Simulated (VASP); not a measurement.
Here is a VASP 6.6.1 calculation.

INCAR

```
PREC     = Accurate       # precision mode
ENCUT    = 520            # plane-wave cutoff, eV
EDIFF    = 1E-7           # SCF threshold, eV
ISMEAR   = -1             # smearing method
SIGMA    = 0.02           # smearing width, eV
LREAL    = F              # projectors in reciprocal space
LASPH    = T              # aspherical terms in the spheres
NELM     = 100            # most SCF steps
ALGO     = Normal         # electronic algorithm
ISIF     = 2              # what is computed and relaxed
LWAVE    = F              # write WAVECAR
LCHARG   = F              # write CHGCAR
GGA      = PE             # functional
NBANDS   = 21             # bands
```

KPOINTS

```
Automatic mesh
0
Gamma
  6 6 6
```

The input POSCAR:

```
Ge
1.0
    0.0000000000      2.5904746588      2.5904746588
    2.5904746588      0.0000000000      2.5904746588
    2.5904746588      2.5904746588      0.0000000000
Ge
2
Direct
    0.0000000000      0.0000000000      0.0000000000
    0.2500000000      0.2500000000      0.2500000000
```

Potentials or basis: VASP PAW PBE potentials, release 64 (Ge_d).

Launch:

```sh
$ cat potpaw_PBE.64/Ge_d/POTCAR > POTCAR
$ mpirun -np 1 vasp_std > vasp.out
```

**Question.** Predict the pressure.

**Answer.** 39.8 GPa.

**Question.** Predict the band gap on the k mesh.

**Answer.** 0.23 eV, indirect (least direct gap 2.59 eV).

A k mesh can miss the band edges.
